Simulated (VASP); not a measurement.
A run of VASP 6.6.1 is set up as follows.

File INCAR:

```
ALGO     = Normal         # electronic algorithm
EDIFF    = 1E-6           # SCF threshold, eV
ENCUT    = 520            # plane-wave cutoff, eV
GGA      = PS             # functional
ISIF     = 2              # what is computed and relaxed
ISMEAR   = -1             # smearing method
LASPH    = T              # aspherical terms in the spheres
LCHARG   = T              # write CHGCAR
LELF     = T              # ELF
LREAL    = F              # projectors in reciprocal space
LVHAR    = T            
LWAVE    = F              # write WAVECAR
NBANDS   = 16             # bands
NELM     = 60             # most SCF steps
PREC     = Accurate       # precision mode
SIGMA    = 0.05           # smearing width, eV
```

File KPOINTS:

```
k-points
0
Gamma
  10 10 5
```

The input POSCAR:

```
SiC
1.0
    3.0340778545      0.0000000000      0.0000000000
   -1.5170389273      2.6275884991      0.0000000000
    0.0000000000      0.0000000000      4.9772073132
Si C
2 2
Direct
    0.6666666667      0.3333333333      0.5046049294
    0.3333333333      0.6666666667      0.0046049294
    0.6666666667      0.3333333333      0.8803950706
    0.3333333333      0.6666666667      0.3803950706
```

Potentials or basis: VASP PAW PBE potentials, release 64 (Si, C).

The run is started by

```sh
$ cat potpaw_PBE.64/Si/POTCAR potpaw_PBE.64/C/POTCAR > POTCAR
$ mpirun -np 1 vasp_std > vasp.out
```

Q: Predict the pressure.

A: 10.4 GPa.

Q: What does it give for the band gap on the k mesh?

A: 2.20 eV (least direct gap 3.93 eV).

Caveat: the cell stands under pressure; the PAW data sets were made with another functional, which shifts forces and pressure a little; an odd mesh through Γ misses points on the zone boundary, where band edges can lie. As with any semilocal functional, this PBEsol gap is likely too small.
